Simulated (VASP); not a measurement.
# BaTiO3 (P4mm) in VASP: notebook, part 3 of 4

VASP 6.6.1.

## (4) Single point, PBE

Contents of INCAR:

```
ALGO = Normal ; EDIFF = 1E-6
ENCUT = 910 ; GGA = PE
GGA_COMPAT = False ; ISIF = 2
ISMEAR = 0 ; LASPH = True
LCHARG = False ; LREAL = False
LWAVE = False ; NBANDS = 28
NELM = 120 ; PREC = Accurate
SIGMA = 0.01
```

Contents of KPOINTS:

```
k-points
0
Gamma
  4 4 4
```

Contents of POSCAR:

```
BaTiO3
1.0
    3.9998000000      0.0000000000      0.0000000000
    0.0000000000      3.9998000000      0.0000000000
    0.0000000000      0.0000000000      4.0180000000
Ba Ti O
1 1 3
Direct
    0.0000000000      0.0000000000      0.0000000000
    0.5000000000      0.5000000000      0.4900000000
    0.5000000000      0.5000000000      0.0190000000
    0.5000000000      0.0000000000      0.5170000000
    0.0000000000      0.5000000000      0.5170000000
```

Potentials or basis: VASP PAW PBE potentials, release 64 (Ba_sv, Ti_sv, O_h).

Started as:

```
> cat potpaw_PBE.64/Ba_sv/POTCAR potpaw_PBE.64/Ti_sv/POTCAR potpaw_PBE.64/O_h/POTCAR > POTCAR
> mpirun -np 1 vasp_std > vasp.out
```

OUTCAR:

```text
EDIFF = 1E-6
   ENCUT = 910
   GGA = PE
   ISIF = 2
   ISMEAR = 0
   LASPH = True
   LREAL = False
   NELM = 120
   PREC = Accurate

 ion  position               nearest neighbor table
   1  0.000  0.000  0.000-   4 2.79   5 2.79   5 2.79   4 2.79   3 2.83   3 2.83   3 2.83   3 2.83
                             4 2.88   5 2.88   5 2.88   4 2.88   2 3.45   2 3.45   2 3.45   2 3.45
   2  0.500  0.500  0.490-   3 1.89   4 2.00   5 2.00   4 2.00   5 2.00   3 2.13   1 3.45   1 3.45
                             1 3.45   1 3.45   1 3.49   1 3.49   1 3.49   1 3.49
   3  0.500  0.500  0.019-   2 1.89   2 2.13   1 2.83   1 2.83   1 2.83   1 2.83
   4  0.500  0.000  0.517-   2 2.00   2 2.00   1 2.79   1 2.79   1 2.88   1 2.88
   5  0.000  0.500  0.517-   2 2.00   2 2.00   1 2.79   1 2.79   1 2.88   1 2.88

  LATTYP: Found a simple tetragonal cell.
 ALAT       =     3.9998000000
 C/A-ratio  =     1.0045502275

  Lattice vectors:

 A1 = (   3.9998000000,   0.0000000000,   0.0000000000)
 A2 = (   0.0000000000,   3.9998000000,   0.0000000000)
 A3 = (   0.0000000000,   0.0000000000,   4.0180000000)

Analysis of symmetry for initial positions (statically):
=====================================================================
 Subroutine PRICEL returns:
 Original cell was already a primitive cell.

 Routine SETGRP: Setting up the symmetry group for a
 simple tetragonal supercell.

 Subroutine GETGRP returns: Found  8 space group operations
 (whereof  8 operations were pure point group operations)
 out of a pool of 16 trial point group operations.

The static configuration has the point symmetry C_4v.

Analysis of symmetry for dynamics (positions and initial velocities):
=====================================================================
 Subroutine PRICEL returns:
 Original cell was already a primitive cell.
[... 124 lines left out ...]
   IALGO  =     38    algorithm
   IMIX   =      4    mixing-type and parameters
     AMIX     =   0.40;   BMIX     =  1.00
     AMIX_MAG =   1.60;   BMIX_MAG =  1.00
  volume/ion in A,a.u.               =      12.86        86.76
  Fermi-wavevector in a.u.,A,eV,Ry     =   1.397653  2.641181 26.578078  1.953434
  Thomas-Fermi vector in A             =   2.520888
   LORBIT       =      0    0 simple, 1 ext, 2 COOP (PROOUT), +10 PAW based schemes
   GGA     = PE    functional components
   LHFCALC =     F    Hartree Fock is set to
   AEXX    =    0.0000 exact exchange contribution
   IVDW    =     0    specifies the selected vdW correction
   LEPSILON=     F    determine dielectric tensor
   LRPA    =     F    only Hartree local field effects (RPA)
 non-spin polarized calculation
 Gauss-broadening in eV      SIGMA  =   0.01
  energy-cutoff  :      910.00
  volume of cell :       64.28
 maximum number of plane-waves:      4032
 NGX is ok and might be reduce to    40
   NGX = 19   NGY = 19   NGZ = 19

 number of electron      40.0000003 magnetization

 Free energy of the ion-electron system (eV)
  ---------------------------------------------------
  ext. energy  EPLUGINS =         0.00000000
  ---------------------------------------------------
  free energy    TOTEN  =       -39.99712739 eV

  energy without entropy =      -39.99712739  energy(sigma->0) =      -39.99712739

 E-fermi :   4.2925     XC(G=0): -11.2459

 val. band max:        4.2045603733   @ k =   0.5000   0.5000   0.5000
 cond. band min:       5.9709314932   @ k =   0.0000   0.0000   0.0000
 fundamental gap:      1.7663711198
 Fermi energy:         4.2925495703

 k-point     1 :       0.0000    0.0000    0.0000
  band No.  band energies     occupation
      1     -52.4066      2.00000
      2     -28.6453      2.00000
      3     -28.6175      2.00000
      4     -28.6175      2.00000
      5     -20.6524      2.00000
      6     -12.7150      2.00000
[... 547 lines left out ...]
     27      11.8184      0.00000
     28      12.0031      0.00000

------------------------ aborting loop because EDIFF is reached ----------------------------------------

  FORCE on cell =-STRESS in cart. coord.  units (eV):
  Direction    XX          YY          ZZ          XY          YZ          ZX
  --------------------------------------------------------------------------------------
  -------------------------------------------------------------------------------------
  Total        1.4442015      1.4442015      1.8279602      0.0000000      0.0000000      0.0000000
  in kB       35.9958040     35.9958040     45.5607461      0.0000000      0.0000000      0.0000000
  external PRESSURE =      39.1841180 kB  Pullay stress =       0.0000000 kB

 VOLUME and BASIS-vectors are now :
 -----------------------------------------------------------------------------
  energy-cutoff  :      910.00
  volume of cell :       64.28
      direct lattice vectors                 reciprocal lattice vectors
     3.999800000  0.000000000  0.000000000     0.250012501  0.000000000  0.000000000
     0.000000000  3.999800000  0.000000000     0.000000000  0.250012501  0.000000000
     0.000000000  0.000000000  4.018000000     0.000000000  0.000000000  0.248880040

 POSITION                                       TOTAL-FORCE (eV/Angst)
 -----------------------------------------------------------------------------------
      0.00000      0.00000      0.00000         0.000000     -0.000000      0.073802
      1.99990      1.99990      1.96882         0.000000      0.000000     -0.218113
      1.99990      1.99990      0.07634         0.000000     -0.000000      0.322079
      1.99990      0.00000      2.07731         0.000000     -0.000000     -0.088884
      0.00000      1.99990      2.07731         0.000000     -0.000000     -0.088884
 -----------------------------------------------------------------------------------
    total drift:                                0.000000      0.000000     -0.000756

  FREE ENERGIE OF THE ION-ELECTRON SYSTEM (eV)
  ---------------------------------------------------
  free  energy   TOTEN  =       -39.9971273934 eV

  energy  without entropy=      -39.9971273934  energy(sigma->0) =      -39.99712739
```

OSZICAR:

```text
N       E                     dE             d eps       ncg     rms          rms(c)
DAV:   1     0.596015969339E+03    0.59602E+03   -0.28947E+04  1008   0.236E+03
DAV:   2     0.604500171585E+02   -0.53557E+03   -0.50878E+03  1048   0.551E+02
DAV:   3    -0.446549212514E+02   -0.10510E+03   -0.10063E+03  1576   0.195E+02
DAV:   4    -0.506090872398E+02   -0.59542E+01   -0.59319E+01  1280   0.454E+01
DAV:   5    -0.508569331967E+02   -0.24785E+00   -0.24766E+00  1556   0.858E+00    0.233E+01
DAV:   6    -0.401185909753E+02    0.10738E+02   -0.55934E+01  1500   0.658E+01    0.100E+01
DAV:   7    -0.401510504786E+02   -0.32460E-01   -0.10452E+01  1380   0.224E+01    0.676E+00
DAV:   8    -0.399882296660E+02    0.16282E+00   -0.72185E-01  1220   0.743E+00    0.349E+00
DAV:   9    -0.400204942103E+02   -0.32265E-01   -0.34179E-01  1428   0.509E+00    0.149E+00
DAV:  10    -0.400007883955E+02    0.19706E-01   -0.11731E-01  1180   0.357E+00    0.605E-01
DAV:  11    -0.399972098854E+02    0.35785E-02   -0.13121E-02  1420   0.747E-01    0.165E-01
DAV:  12    -0.399971200404E+02    0.89845E-04   -0.10687E-03  1236   0.282E-01    0.495E-02
DAV:  13    -0.399971202144E+02   -0.17400E-06   -0.23656E-04  1192   0.160E-01    0.149E-02
DAV:  14    -0.399971298686E+02   -0.96542E-05   -0.47356E-05  1692   0.503E-02    0.161E-02
DAV:  15    -0.399971284468E+02    0.14218E-05   -0.31189E-05  1404   0.547E-02    0.119E-02
DAV:  16    -0.399971273765E+02    0.10703E-05   -0.48326E-06  1100   0.228E-02    0.885E-04
DAV:  17    -0.399971273934E+02   -0.16972E-07   -0.28506E-07   668   0.455E-03
   1 F= -.39997127E+02 E0= -.39997127E+02  d E =-.209767E-37
```

Wall time 31 s (1 thread of Intel Xeon 6975P-C (Granite Rapids), shared host); peak memory 0.29 GiB.

Results:

| Item | Value |
| --- | --- |
| Free energy | -39.9971 eV |
| Pressure | 3.9 GPa |
| Largest force | 0.322 eV/Å |
| Band gap on the k mesh | 1.77 eV, indirect (least direct gap 2.05 eV) |

Forces in eV/Å, atoms in the order of the input:
```
Ba   0.000  0.000  0.074
Ti   0.000  0.000 -0.218
O    0.000  0.000  0.322
O    0.000  0.000 -0.089
O    0.000  0.000 -0.089
```

Stress tensor (GPa, compression positive):
```
3.60 0.00 0.00
0.00 3.60 0.00
0.00 0.00 4.56
```

Caveat: the cutoff is under 1.25 times the usual one of these potentials, so pressure, stress and relaxed cells hold a basis-set (Pulay) error; spin-orbit coupling is left out, which moves the levels of the heavy elements.

## (5) Single point, BLYP

Contents of INCAR:

```
SYSTEM = BaTiO3
PREC     = Accurate       ! precision mode
ENCUT    = 910            ! plane-wave cutoff, eV
EDIFF    = 1E-6           ! SCF threshold, eV
ISMEAR   = 0              ! smearing method
SIGMA    = 0.01           ! smearing width, eV
LREAL    = .False.        ! projectors in reciprocal space
LASPH    = .True.         ! aspherical terms in the spheres
NELM     = 120            ! most SCF steps
ALGO     = Normal         ! electronic algorithm
ISIF     = 2              ! what is computed and relaxed
LWAVE    = .False.        ! write WAVECAR
LCHARG   = .False.        ! write CHGCAR
GGA      = B5             ! functional
ALDAX    = 1.0          
AGGAX    = 1.0          
AGGAC    = 1.0          
ALDAC    = 0.0          
NBANDS   = 28             ! bands
GGA_COMPAT= .False.
```

Contents of KPOINTS:

```
Automatic mesh
0
Gamma
  4 4 4
  0 0 0
```

POSCAR is that of step 4.

Started as:

```
> cat potpaw_PBE.64/Ba_sv/POTCAR potpaw_PBE.64/Ti_sv/POTCAR potpaw_PBE.64/O_h/POTCAR > POTCAR
> mpirun -np 1 vasp_std > vasp.out
```

Wall time 97 s (1 thread of AMD EPYC 7R13 (Zen 3), shared host); peak memory 0.26 GiB.

The run converged. Its results:

- Free energy: -38.0686 eV
- Pressure: 9.6 GPa
- Largest force: 0.237 eV/Å
- Band gap on the k mesh: 1.79 eV, indirect (least direct gap 2.07 eV)

Forces on the atoms (eV/Å):
```
Ba   0.000  0.000  0.084
Ti   0.000  0.000 -0.137
O    0.000  0.000  0.237
O    0.000  0.000 -0.092
O    0.000  0.000 -0.092
```

Stress tensor (GPa, compression positive):
```
 9.30  0.00  0.00
 0.00  9.30  0.00
 0.00  0.00 10.35
```

Levels at points of the mesh, in eV from the valence-band top:
```tsv
k point	band 17	band 18	band 19	band 20	band 21	band 22	band 23	band 24
(0.00, 0.00, 0.00)	-1.11	-0.30	-0.28	-0.28	1.79	2.00	2.00	3.91
(0.50, 0.00, 0.00)	-1.80	-1.69	-0.93	-0.83	2.13	3.45	3.48	3.97
(0.50, 0.50, 0.00)	-1.71	-0.95	-0.95	-0.09	3.49	3.49	3.88	4.66
(0.00, 0.00, 0.50)	-1.90	-1.89	-0.69	-0.69	1.93	3.51	3.51	3.91
(0.50, 0.00, 0.50)	-1.67	-0.88	-0.86	-0.17	3.46	3.51	3.87	4.77
(0.50, 0.50, 0.50)	-2.38	-0.08	-0.08	0.00	4.11	4.11	4.11	6.69
```

Caveat: the cutoff is under 1.25 times the usual one of these potentials, so pressure, stress and relaxed cells hold a basis-set (Pulay) error; the PAW data sets were made with another functional, which shifts forces and pressure a little; spin-orbit coupling is left out, which moves the levels of the heavy elements.

(Part 3 of 4 ends here.)
